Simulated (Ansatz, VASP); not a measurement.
**Two plane-wave programs on Cd**

```
Cd
1.0
     0.00000    2.29364    2.29364
     2.29364    0.00000    2.29364
     2.29364    2.29364    0.00000
Cd
1
Direct
  0.00000 0.00000 0.00000
```

Change from the starting cell: volume scaled by 1.06, PAW files.

Alike in both runs: task electric field gradients; functional PBE; k mesh 14 × 14 × 14; occupations fermi-dirac, width 0.03 eV; no spin polarisation.

|  | VASP | Ansatz |
| --- | --- | --- |
| version | VASP 6.6.1 | Ansatz 0.2.0 |
| potentials or method | VASP PAW PBE potentials, release 64 (Cd) | PAW with Ansatz's default frozen-core files, scalar-relativistic |
| plane-wave cutoff (eV) | 520 | 420 |
| valence electrons in the cell | 12 | 20 |

```csv
,VASP,Ansatz,Ansatz less VASP
pressure (GPa),-2.0,-2.2,-0.19
```

The functional is the same, so the differences come from potentials, cutoffs and numerics. VASP's potentials hold 12 valence electrons a cell and Ansatz's 20, so a difference there can come from the potentials and not from the codes.
